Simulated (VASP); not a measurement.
## Si5C3: single point with PBE

Crystal: Si5C3.

```
Si C
1.0
     4.66618    0.00000    0.00000
     0.00000    4.66618    0.00000
     0.00000    0.00000    4.66618
Si C
5 3
Cartesian
  0.0000 0.0000 0.0000
  3.4021 1.2640 3.4021
  1.2640 3.4021 3.4021
  3.4021 3.4021 1.2640
  1.2640 1.2640 1.2640
  2.3331 2.3331 0.0000
  2.3331 0.0000 2.3331
  0.0000 2.3331 2.3331
```

```yaml
Program: VASP 6.6.1
Task: single point
Functional: PBE
Potentials_or_basis: VASP PAW PBE potentials, release 64 (Si, C)
Cutoff: 520 eV
k_mesh: 8 × 8 × 8
Occupations: gaussian, width 0.1 eV
Spin: no spin polarisation
```

The pressure is -0.1 GPa and the largest force is 0.014 eV/Å. The band gap on the k mesh is zero (band 16 reaches 7.72 eV, above the bottom of band 17 at 7.51 eV).

Forces in eV/Å, atoms in the order of the input:
```
Si   0.000  0.000  0.000
Si   0.008 -0.008  0.008
Si  -0.008  0.008  0.008
Si   0.008  0.008 -0.008
Si  -0.008 -0.008 -0.008
C    0.000  0.000  0.000
C    0.000  0.000  0.000
C    0.000  0.000  0.000
```

Levels at points of the mesh, in eV from the Fermi level:
| k point | band 14 | band 15 | band 16 | band 17 | band 18 | band 19 |
| --- | --- | --- | --- | --- | --- | --- |
| (0.00, 0.00, 0.00) | -0.76 | 0.11 | 0.11 | 0.11 | 1.00 | 1.00 |
| (0.50, 0.00, 0.00) | -2.97 | -1.24 | -1.24 | 1.70 | 2.75 | 3.15 |
| (0.50, 0.50, 0.00) | -1.89 | -0.68 | -0.68 | 3.03 | 3.68 | 3.68 |
| (0.50, 0.50, 0.50) | -0.15 | -0.15 | -0.15 | 2.56 | 2.56 | 2.56 |

Wall time 70 s on 1 thread of Intel(R) Xeon(R) Platinum 8559C (Emerald Rapids) (shared host), peak memory 0.24 GiB.
